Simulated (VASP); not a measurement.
A run of VASP 6.6.1 is set up as follows.

The input POSCAR:

```
TaN
1.0
    3.0500020400      0.0000000000      0.0000000000
   -1.5250010200      2.6413792500      0.0000000000
    0.0000000000      0.0000000000      9.8800030600
Ta N
4 4
Direct
    0.3333333333      0.6666666667      0.0000000000
    0.6666666667      0.3333333333      0.2500000000
    0.3333333333      0.6666666667      0.5000000000
    0.6666666667      0.3333333333      0.7500000000
    0.3333333333      0.6666666667      0.1925000000
    0.6666666667      0.3333333333      0.4425000000
    0.3333333333      0.6666666667      0.6925000000
    0.6666666667      0.3333333333      0.9425000000
```

File INCAR.step1:

```
PREC = Accurate
ENCUT = 520
ISMEAR = 0
SIGMA = 0.05
LREAL = F
LASPH = T
NELM = 150
ISPIN = 2
MAGMOM = 2 2 -2 -2 0 0 0 0
LMAXMIX = 4
LDAU = T
LDAUTYPE = 2
LDAUL = 2 -1
LDAUU = 3 0
LDAUJ = 0 0
NBANDS = 46
GGA = PE
ALGO = Normal
EDIFF = 1E-4
LWAVE = T
LCHARG = F
```

File INCAR.step2:

```
PREC = Accurate
ENCUT = 520
EDIFF = 1E-6
ISMEAR = 0
SIGMA = 0.05
LREAL = F
LASPH = T
NELM = 150
ALGO = Normal
ISIF = 2
LWAVE = F
LCHARG = T
ISPIN = 2
MAGMOM = 2 2 -2 -2 0 0 0 0
LORBIT = 11
LMAXMIX = 4
LDAU = T
LDAUTYPE = 2
LDAUL = 2 -1
LDAUU = 3 0
LDAUJ = 0 0
LDAUPRINT = 1
METAGGA = R2SCAN
LMIXTAU = T
LELF = T
LVHAR = T
NBANDS = 46
ISTART = 1
```

The input KPOINTS:

```
Automatic mesh
0
Gamma
  7 7 2
```

Potentials or basis: VASP PAW PBE potentials, release 64 (Ta_pv, N).

Run with:

```bash
$ cat potpaw_PBE.64/Ta_pv/POTCAR potpaw_PBE.64/N/POTCAR > POTCAR
$ cp INCAR.step1 INCAR
$ mpirun -np 1 vasp_std > vasp.out
$ cp INCAR.step2 INCAR
$ mpirun -np 1 vasp_std > vasp.out
```

Question: Predict the pressure.

Answer: 150.9 GPa.

Question: What does it give for the band gap on the k mesh?

Answer: Zero (filled and empty bands overlap).

Eigenvalues of the final occupation matrices:
```
    site  spin  trace               eigenvalues
site 1 d     1   1.49  0.21 0.21 0.34 0.36 0.36
site 1 d     2   1.49  0.21 0.21 0.34 0.36 0.36
site 2 d     1   1.49  0.21 0.21 0.34 0.36 0.36
site 2 d     2   1.49  0.21 0.21 0.34 0.36 0.36
site 3 d     1   1.49  0.21 0.21 0.34 0.36 0.36
site 3 d     2   1.49  0.21 0.21 0.34 0.36 0.36
site 4 d     1   1.49  0.21 0.21 0.34 0.36 0.36
site 4 d     2   1.49  0.21 0.21 0.34 0.36 0.36
```

Caveat: the cell stands under pressure; the PAW data sets were made with another functional, which shifts forces and pressure a little; spin-orbit coupling is left out, which moves the levels of the heavy elements.
